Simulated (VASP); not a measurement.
AsSe2, 3 atoms in the cell. It takes space group P-3m1 (No. 164, trigonal). The conventional cell has a = 3.951 Å, b = 3.951 Å, c = 4.969 Å, α = 90.00°, β = 90.00°, γ = 120.00°. As (site symmetry -3m) has 6 Se at 2.73 Å within 3.6 Å. Se (site symmetry 3m) has 3 As at 2.73 Å and 3 Se at 3.02 Å within 3.6 Å. The cell was generated, and may not be a known phase.

| Property | Result |
| --- | --- |
| Program | VASP 6.6.1 |
| Task | relaxation of cell and atoms |
| Functional | PBE |
| Potentials or basis | VASP PAW PBE potentials, release 64 (As, Se) |
| Cutoff | 600 eV |
| k mesh | 12 × 12 × 10 |
| Occupations | gaussian, width 0.1 eV |
| Spin | no spin polarisation |
| Dipole correction | no |
| Further INCAR settings | ALGO = Normal; EDIFF = 1e-07; IBRION = 2; EDIFFG = -0.01; NSW = 100; ISIF = 3 |

Potentials or basis: VASP PAW PBE potentials, release 64 (As, Se).

The run is started by

```bash
$ cat potpaw_PBE.64/As/POTCAR potpaw_PBE.64/Se/POTCAR > POTCAR
$ mpirun -np 1 vasp_std > vasp.out
```

Hardware: 1 thread of Intel(R) Xeon(R) 6975P-C (Granite Rapids), with other jobs on the host.

Problem. Estimate the wall time of this run.

Solution. Run time: 18 min on 1 thread of Intel(R) Xeon(R) 6975P-C (Granite Rapids) (shared host), peak memory 0.36 GiB. Counts: scf iterations 311, k points 162, ion steps 44.
